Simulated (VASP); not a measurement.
# EuOs (Pm-3m) in VASP: settings compared

EuOs is run at these levels: PBE, PBEsol, LDA; tasks: single point.

All numbers are computed with VASP 6.6.1; they aren't measurements. Logs are shortened: lines on timing, memory, paths and dates and some standing lists are left out, and cuts for length are marked.

## (1) The cell of the first run

The structure is cubic, space group Pm-3m (No. 221). Conventional cell: a = 3.456 Å, b = 3.456 Å, c = 3.456 Å, α = 90.00°, β = 90.00°, γ = 90.00°. Within 3.9 Å of Eu (site symmetry m-3m) lie 8 Os at 2.99 Å and 6 Eu at 3.46 Å. Os (site symmetry m-3m) has 8 Eu at 2.99 Å and 6 Os at 3.46 Å within 3.9 Å.

## (2) Single point, PBE, collinear spin, ferromagnetic start

File INCAR:

```
SYSTEM = EuOs
PREC = Accurate ; ENCUT = 520
EDIFF = 1E-6 ; ISMEAR = 0
SIGMA = 0.05 ; LREAL = .FALSE.
LASPH = .TRUE. ; NELM = 150
ALGO = Normal ; ISIF = 2
LWAVE = .FALSE. ; LCHARG = .FALSE.
ISPIN = 2 ; MAGMOM = 7 0
LORBIT = 11 ; LMAXMIX = 6
GGA = PE ; NBANDS = 24
```

File KPOINTS:

```
Automatic mesh
0
G
  10 10 10
  0 0 0
```

File POSCAR:

```
EuOs
1.0
    3.4560940622      0.0000000000      0.0000000000
    0.0000000000      3.4560940622      0.0000000000
    0.0000000000      0.0000000000      3.4560940622
Eu Os
1 1
Direct
    0.0000000000      0.0000000000      0.0000000000
    0.5000000000      0.5000000000      0.5000000000
```

Potentials or basis: VASP PAW PBE potentials, release 64 (Eu, Os).

Command:

```bash
$ cat potpaw_PBE.64/Eu/POTCAR potpaw_PBE.64/Os/POTCAR > POTCAR
$ mpirun -np 1 vasp_std > vasp.out
```

OUTCAR:

```text
SYSTEM = EuOs
   PREC = Accurate
   ENCUT = 520
   EDIFF = 1E-6
   ISMEAR = 0
   LREAL = .FALSE.
   LASPH = .TRUE.
   NELM = 150
   ISIF = 2
   ISPIN = 2
   LORBIT = 11
   GGA = PE

 ion  position               nearest neighbor table
   1  0.000  0.000  0.000-   2 2.99   2 2.99   2 2.99   2 2.99   2 2.99   2 2.99   2 2.99   2 2.99

   2  0.500  0.500  0.500-   1 2.99   1 2.99   1 2.99   1 2.99   1 2.99   1 2.99   1 2.99   1 2.99

  LATTYP: Found a simple cubic cell.
 ALAT       =     3.4560940622

  Lattice vectors:

 A1 = (   3.4560940622,   0.0000000000,   0.0000000000)
 A2 = (   0.0000000000,   3.4560940622,   0.0000000000)
 A3 = (   0.0000000000,   0.0000000000,   3.4560940622)

Analysis of symmetry for initial positions (statically):
=====================================================================
 Subroutine PRICEL returns:
 Original cell was already a primitive cell.

 Routine SETGRP: Setting up the symmetry group for a
 simple cubic supercell.

 Subroutine GETGRP returns: Found 48 space group operations
 (whereof 48 operations were pure point group operations)
 out of a pool of 48 trial point group operations.

The static configuration has the point symmetry O_h .

Analysis of symmetry for dynamics (positions and initial velocities):
=====================================================================
 Subroutine PRICEL returns:
 Original cell was already a primitive cell.

 Routine SETGRP: Setting up the symmetry group for a
 simple cubic supercell.

 Subroutine GETGRP returns: Found 48 space group operations
 (whereof 48 operations were pure point group operations)
 out of a pool of 48 trial point group operations.

The dynamic configuration has the point symmetry O_h .

Analysis of structural, dynamic, and magnetic symmetry:
=====================================================================
 Subroutine PRICEL returns:
 Original cell was already a primitive cell.

 Routine SETGRP: Setting up the symmetry group for a
 simple cubic supercell.

 Subroutine GETGRP returns: Found 48 space group operations
 (whereof 48 operations were pure point group operations)
 out of a pool of 48 trial point group operations.

The overall configuration has the point symmetry O_h .

 Subroutine INISYM returns: Found 48 space group operations
 (whereof 48 operations are pure point group operations),
 and found     1 'primitive' translations

----------------------------------------------------------------------------------------

                                     Primitive cell

  volume of cell :      41.2816

  direct lattice vectors                    reciprocal lattice vectors
     3.456094062  0.000000000  0.000000000     0.289343977  0.000000000  0.000000000
     0.000000000  3.456094062  0.000000000     0.000000000  0.289343977  0.000000000
     0.000000000  0.000000000  3.456094062     0.000000000  0.000000000  0.289343977

  length of vectors
     3.456094062  3.456094062  3.456094062     0.289343977  0.289343977  0.289343977

  position of ions in fractional coordinates (direct lattice)
     0.000000000  0.000000000  0.000000000
     0.500000000  0.500000000  0.500000000

  ion indices of the primitive-cell ions
   primitive index   ion index
                 1           1
                 2           2

----------------------------------------------------------------------------------------

 KPOINTS: Automatic mesh

Automatic generation of k-mesh.
 Grid dimensions read from file:
 generate k-points for:   10   10   10

 Generating k-lattice:

  Cartesian coordinates                     Fractional coordinates (reciprocal lattice)
     0.028934398  0.000000000  0.000000000     0.100000000  0.000000000  0.000000000
     0.000000000  0.028934398  0.000000000     0.000000000  0.100000000  0.000000000
     0.000000000  0.000000000  0.028934398     0.000000000  0.000000000  0.100000000

  Length of vectors
     0.028934398  0.028934398  0.028934398

  Shift w.r.t. Gamma in fractional coordinates (k-lattice)
     0.000000000  0.000000000  0.000000000

 Subroutine IBZKPT returns following result:
 ===========================================

 Found     56 irreducible k-points:

 Following reciprocal coordinates:
            Coordinates               Weight
  0.000000  0.000000  0.000000      1.000000
  0.100000  0.000000  0.000000      6.000000
  0.200000  0.000000  0.000000      6.000000
  0.300000  0.000000  0.000000      6.000000
  0.400000  0.000000  0.000000      6.000000
  0.500000  0.000000  0.000000      3.000000
[... 16 lines left out ...]
  0.200000  0.100000  0.100000     24.000000
  0.300000  0.100000  0.100000     24.000000
 [... further k-points ...]
   k-points           NKPTS =     56   k-points in BZ     NKDIM =     56   number of bands    NBANDS=     24
   number of dos      NEDOS =    301   number of ions     NIONS =      2
   total plane-waves  NPLWV =  21952
   dimension x,y,z NGX =    28 NGY =   28 NGZ =   28
   dimension x,y,z NGXF=    56 NGYF=   56 NGZF=   56
   ions per type =               1   1
   NGX,Y,Z   is equivalent  to a cutoff of  13.47, 13.47, 13.47 a.u.
   NGXF,Y,Z  is equivalent  to a cutoff of  26.94, 26.94, 26.94 a.u.
 SYSTEM =  EuOs
   PREC   = accura    normal or accurate (medium, high low for compatibility)
   ISTART =      0    job   : 0-new  1-cont  2-samecut
   ICHARG =      2    charge: 1-file 2-atom 10-const
   ISPIN  =      2    spin polarized calculation?
   LNONCOLLINEAR =      F non collinear calculations
   LSORBIT =      F    spin-orbit coupling
   LASPH  =      T    aspherical Exc in radial PAW
   ENCUT  =  520.0 eV  38.22 Ry    6.18 a.u.   6.43  6.43  6.43*2*pi/ulx,y,z
   NELM   =    150;   NELMIN=  2; NELMDL= -5     # of ELM steps
   EDIFF  = 0.1E-05   stopping-criterion for ELM
   LREAL  =      F    real-space projection
   EDIFFG = 0.1E-04   stopping-criterion for IOM
   NSW    =      0    number of steps for IOM
   IBRION =     -1    ionic relax: 0-MD 1-quasi-New 2-CG
   NFREE  =      0    steps in history (QN), initial steepest desc. (CG)
   ISIF   =      2    stress and relaxation
   ISYM   =      2    0-nonsym 1-usesym 2-fastsym
   POTIM  = 0.5000    time-step for ionic-motion
   TEBEG  =    0.0;   TEEND  =   0.0 temperature during run
   PSTRESS=    0.0 pullay stress
   NELECT =      25.0000    total number of electrons
   NUPDOWN=      -1.0000    fix difference up-down
   EMIN   =  10.00;   EMAX   =-10.00  energy-range for DOS
   EFERMI =   0.00;   METHOD = LEGACY
   ISMEAR =     0;   SIGMA  =   0.05  broadening in eV -4-tet -1-fermi 0-gaus
   EFERMI_NEDOS =   21; number of points for ismear=-14 and -15
   IALGO  =     38    algorithm
   IMIX   =      4    mixing-type and parameters
     AMIX     =   0.40;   BMIX     =  1.00
     AMIX_MAG =   1.60;   BMIX_MAG =  1.00
  volume/ion in A,a.u.               =      20.64       139.29
  Fermi-wavevector in a.u.,A,eV,Ry     =   1.385062  2.617388 26.101380  1.918397
  Thomas-Fermi vector in A             =   2.509508
   LORBIT       =     11    0 simple, 1 ext, 2 COOP (PROOUT), +10 PAW based schemes
   GGA     = PE    functional components
   LHFCALC =     F    Hartree Fock is set to
   AEXX    =    0.0000 exact exchange contribution
   IVDW    =     0    specifies the selected vdW correction
   LEPSILON=     F    determine dielectric tensor
   LRPA    =     F    only Hartree local field effects (RPA)
 spin polarized calculation
 Gauss-broadening in eV      SIGMA  =   0.05
  energy-cutoff  :      520.00
  volume of cell :       41.28
 maximum number of plane-waves:      1141
 NGX is ok and might be reduce to    28
   NGX = 13   NGY = 13   NGZ = 13

 number of electron      24.9999995 magnetization       5.7906071

 Free energy of the ion-electron system (eV)
  ---------------------------------------------------
  ext. energy  EPLUGINS =         0.00000000
  ---------------------------------------------------
  free energy    TOTEN  =       -21.62334650 eV

  energy without entropy =      -21.61649560  energy(sigma->0) =      -21.61992105

 E-fermi :   4.7045     XC(G=0): -12.0076

 val. band max:        4.7038919621   @ k =   0.4000   0.4000   0.2000
 cond. band min:       4.7047909173   @ k =   0.4000   0.4000   0.3000
 fundamental gap:      0.0008989552
 Fermi energy:         4.7045260235

 spin component 1

 k-point     1 :       0.0000    0.0000    0.0000
  band No.  band energies     occupation
      1     -36.0629      1.00000
      2     -14.3989      1.00000
      3     -14.3989      1.00000
      4     -14.3989      1.00000
      5      -1.2854      1.00000
      6       1.3879      1.00000
[... 16 lines left out ...]
     23      13.8458      0.00000
     24      13.8458      0.00000

 k-point     2 :       0.1000    0.0000    0.0000
  band No.  band energies     occupation
      1     -36.0575      1.00000
      2     -14.4852      1.00000
      3     -14.3953      1.00000
      4     -14.3953      1.00000
      5      -1.0627      1.00000
      6       1.4578      1.00000
[... 16 lines left out ...]
     23      13.1944      0.00000
     24      15.1619      0.00000

 k-point     3 :       0.2000    0.0000    0.0000
  band No.  band energies     occupation
      1     -36.0434      1.00000
      2     -14.7034      1.00000
      3     -14.3858      1.00000
      4     -14.3858      1.00000
      5      -0.4372      1.00000
      6       1.6534      1.00000
[... 16 lines left out ...]
     23      12.1351      0.00000
     24      17.0171      0.00000
[... 514 lines left out ...]
 k-point    23 :       0.2000    0.1000    0.1000
  band No.  band energies     occupation
      1     -36.0335      1.00000
      2     -14.6886      1.00000
      3     -14.4639      1.00000
      4     -14.4514      1.00000
      5      -0.0868      1.00000
      6       1.8897      1.00000
[... 16 lines left out ...]
     23      13.9831      0.00000
     24      16.1279      0.00000

 k-point    24 :       0.3000    0.1000    0.1000
  band No.  band energies     occupation
      1     -36.0166      1.00000
      2     -14.9335      1.00000
      3     -14.4419      1.00000
      4     -14.4393      1.00000
      5       0.7119      1.00000
      6       2.1018      1.00000
[... 16 lines left out ...]
     23      13.1376      0.00000
     24      17.2568      0.00000

 [... further k-points ...]

 spin component 2

 k-point     1 :       0.0000    0.0000    0.0000
  band No.  band energies     occupation
      1     -33.1905      1.00000
      2     -12.2965      1.00000
      3     -12.2965      1.00000
      4     -12.2965      1.00000
      5      -1.1014      1.00000
      6       1.2992      1.00000
[... 16 lines left out ...]
     23      14.3889      0.00000
     24      14.3889      0.00000

 k-point     2 :       0.1000    0.0000    0.0000
  band No.  band energies     occupation
      1     -33.1838      1.00000
      2     -12.4058      1.00000
      3     -12.2926      1.00000
      4     -12.2926      1.00000
      5      -0.8649      1.00000
      6       1.3675      1.00000
[... 16 lines left out ...]
     23      13.8071      0.00000
     24      15.8187      0.00000

 k-point     3 :       0.2000    0.0000    0.0000
  band No.  band energies     occupation
      1     -33.1661      1.00000
      2     -12.6784      1.00000
      3     -12.2826      1.00000
      4     -12.2826      1.00000
      5      -0.2073      1.00000
      6       1.5599      1.00000
[... 16 lines left out ...]
     23      13.1063      0.00000
     24      17.6239      0.00000
[... 514 lines left out ...]
 k-point    23 :       0.2000    0.1000    0.1000
  band No.  band energies     occupation
      1     -33.1537      1.00000
      2     -12.6603      1.00000
      3     -12.3797      1.00000
      4     -12.3623      1.00000
      5       0.1473      1.00000
      6       1.8019      1.00000
[... 16 lines left out ...]
     23      14.7638      0.00000
     24      16.8224      0.00000

 k-point    24 :       0.3000    0.1000    0.1000
  band No.  band energies     occupation
      1     -33.1325      1.00000
      2     -12.9584      1.00000
      3     -12.3524      1.00000
      4     -12.3492      1.00000
      5       0.9504      1.00000
      6       2.0169      1.00000
[... 16 lines left out ...]
     23      14.0679      0.00000
     24      17.8473      0.00000

 [... further k-points ...]

------------------------ aborting loop because EDIFF is reached ----------------------------------------

  FORCE on cell =-STRESS in cart. coord.  units (eV):
  Direction    XX          YY          ZZ          XY          YZ          ZX
  --------------------------------------------------------------------------------------
  -------------------------------------------------------------------------------------
  Total        0.0643250      0.0643250      0.0643250      0.0000000      0.0000000     -0.0000000
  in kB        2.4965126      2.4965126      2.4965126      0.0000000      0.0000000     -0.0000000
  external PRESSURE =       2.4965126 kB  Pullay stress =       0.0000000 kB

 VOLUME and BASIS-vectors are now :
 -----------------------------------------------------------------------------
  energy-cutoff  :      520.00
  volume of cell :       41.28
      direct lattice vectors                 reciprocal lattice vectors
     3.456094062  0.000000000  0.000000000     0.289343977  0.000000000  0.000000000
     0.000000000  3.456094062  0.000000000     0.000000000  0.289343977  0.000000000
     0.000000000  0.000000000  3.456094062     0.000000000  0.000000000  0.289343977

 POSITION                                       TOTAL-FORCE (eV/Angst)
 -----------------------------------------------------------------------------------
      0.00000      0.00000      0.00000         0.000000      0.000000      0.000000
      1.72805      1.72805      1.72805         0.000000      0.000000      0.000000
 -----------------------------------------------------------------------------------
    total drift:                               -0.000000      0.000000      0.000000

  FREE ENERGIE OF THE ION-ELECTRON SYSTEM (eV)
  ---------------------------------------------------
  free  energy   TOTEN  =       -21.6233464971 eV

  energy  without entropy=      -21.6164955955  energy(sigma->0) =      -21.61992105

 total charge

# of ion       s       p       d       f       tot
--------------------------------------------------
    1        2.084   5.716   0.672   6.350  14.822
    2        0.665   0.257   6.074   0.000   6.996
--------------------------------------------------
tot          2.749   5.973   6.746   6.350  21.818

 magnetization (x)

# of ion       s       p       d       f       tot
--------------------------------------------------
    1        0.000  -0.100   0.129   6.233   6.262
    2       -0.029   0.015  -0.721   0.000  -0.735
--------------------------------------------------
tot         -0.028  -0.085  -0.593   6.233   5.527
```

Wall time 5.7 min (1 thread of Oxide Virtual Turin-like, shared host); peak memory 0.22 GiB.

Results:

```yaml
Free_energy: -21.6233 eV
Pressure: 0.2 GPa
Net_moment: 5.79 μB per cell
Site_moments: Eu +6.26; Os -0.73 μB
Valence_electrons_inside_the_program's_atomic_spheres: Eu 14.82; Os 7.00
```

Caveat: spin-orbit coupling is left out, which moves the levels of the heavy elements; without U or exact exchange the open f shell lies at the Fermi level, which spoils levels, moments and volumes. The state reached can hang on the start; a lower one may exist.

## (3) Single point, PBE, collinear spin, ferromagnetic start

File INCAR:

```
PREC = Accurate
ENCUT = 520
EDIFF = 1E-6
ISMEAR = 0
SIGMA = 0.05
LREAL = F
LASPH = T
NELM = 150
ALGO = Normal
ISIF = 2
LWAVE = F
LCHARG = F
ISPIN = 2
MAGMOM = 7 0
LORBIT = 11
LMAXMIX = 6
GGA = PE
NBANDS = 24
```

File KPOINTS:

```
Automatic mesh
0
Gamma
  10 10 10
```

POSCAR is that of step 2.

Potentials or basis: VASP PAW PBE potentials, release 64 (Eu, Os).

Command:

```bash
$ cat potpaw_PBE.64/Eu/POTCAR potpaw_PBE.64/Os/POTCAR > POTCAR
$ mpirun -np 1 vasp_std > vasp.out
```

Wall time 5.6 min (1 thread of Oxide Virtual Turin-like, shared host); peak memory 0.22 GiB.

Results (log left out):

```
Free energy                                           : -21.6233 eV
Pressure                                              : 0.2 GPa
Net moment                                            : 5.79 μB per cell
Site moments                                          : Eu +6.26; Os -0.73 μB
Valence electrons inside the program's atomic spheres : Eu 14.82; Os 7.00
```

Levels at points of the mesh, in eV from the Fermi level:
Spin up:
```tsv
k point	band 12	band 13	band 14	band 15	band 16	band 17	band 18	band 19
(0.00, 0.00, 0.00)	-0.51	-0.51	-0.45	-0.28	-0.28	-0.28	3.81	3.81
(0.50, 0.00, 0.00)	-0.42	-0.42	-0.06	0.38	0.38	0.89	1.04	1.78
(0.50, 0.50, 0.00)	-0.53	-0.53	-0.42	-0.38	1.18	1.35	3.06	3.06
(0.50, 0.50, 0.50)	-0.54	-0.54	-0.54	-0.45	-0.45	-0.45	1.25	1.25
```
Spin down:
| k point | band 8 | band 9 | band 10 | band 11 | band 12 | band 13 |
| --- | --- | --- | --- | --- | --- | --- |
| (0.00, 0.00, 0.00) | -0.65 | -0.65 | -0.65 | 3.95 | 3.95 | 3.95 |
| (0.50, 0.00, 0.00) | -0.81 | -0.81 | -0.40 | 1.08 | 1.88 | 3.77 |
| (0.50, 0.50, 0.00) | -1.86 | 0.69 | 1.03 | 2.80 | 2.80 | 3.89 |
| (0.50, 0.50, 0.50) | -0.19 | -0.19 | -0.19 | 0.76 | 0.76 | 2.02 |

Caveat: spin-orbit coupling is left out, which moves the levels of the heavy elements; without U or exact exchange the open f shell lies at the Fermi level, which spoils levels, moments and volumes.

[end of part 1 of 2]
